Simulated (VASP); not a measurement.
Set up this calculation in VASP 6.6.1, as the native input.

```
Task                   : single point
Functional             : PBE
Dispersion             : D3(BJ)
Potentials or basis    : VASP PAW PBE potentials, release 64 (W_sv, Se)
Cutoff                 : 520 eV
k mesh                 : 9 × 9 × 2
Occupations            : gaussian, width 0.05 eV
Spin                   : no spin polarisation
Dipole correction      : no
Further INCAR settings : ALGO = Normal; EDIFF = 1e-07; NBANDS = 35
```

The structure of WSe2 lies in POSCAR:

```
WSe2
1.0
    3.2790216039      0.0000000000      0.0000000000
   -1.6395108019      2.8397160085      0.0000000000
    0.0000000000      0.0000000000     12.7878979243
W Se
2 4
Direct
    0.2479420082      0.6666666667      0.2500000000
    0.6666666667      0.3333333333      0.7500000000
    0.3333333333      0.6666666667      0.6182859564
    0.6666666667      0.3333333333      0.1182859564
    0.3333333333      0.6666666667      0.8817140436
    0.6666666667      0.3333333333      0.3817140436
```

This cell differs from its parent crystal: atom 1 (W) moved by -0.280 Å along [1 0 0] and -0.000 Å along [1 2 0].

The input as run:

INCAR

```
  PREC = Accurate
  ENCUT = 520
  EDIFF = 1E-7
  ISMEAR = 0
  SIGMA = 0.05
  LREAL = F
  LASPH = T
  NELM = 80
  ALGO = Normal
  ISIF = 2
  LWAVE = F
  LCHARG = T
  GGA = PE
  IVDW = 12
  LELF = T
  LVHAR = T
  NBANDS = 35
```

KPOINTS

```
regular mesh
0
Gamma
  9 9 2
```

Potentials or basis: VASP PAW PBE potentials, release 64 (W_sv, Se).

Launch:

```sh
$ cat potpaw_PBE.64/W_sv/POTCAR potpaw_PBE.64/Se/POTCAR > POTCAR
$ mpirun -np 1 vasp_std > vasp.out
```

Results of the run:

- Pressure: 2.5 GPa
- Largest force: 4.939 eV/Å
- Band gap on the k mesh: 0.97 eV (least direct gap 1.40 eV)
- Dispersion energy per atom: -0.476 eV

Caveat: the cell differs from its parent crystal (atom 1 (W) moved by -0.280 Å along [1 0 0] and -0.000 Å along [1 2 0]); spin-orbit coupling is left out, which moves the levels of the heavy elements; forces of over 1 eV/Å act on the atoms, so gaps and moduli don't describe the material at rest.

Run time: 5.8 min on 1 thread of Oxide Virtual Turin-like Processor, with other jobs on the host, peak memory 0.39 GiB.
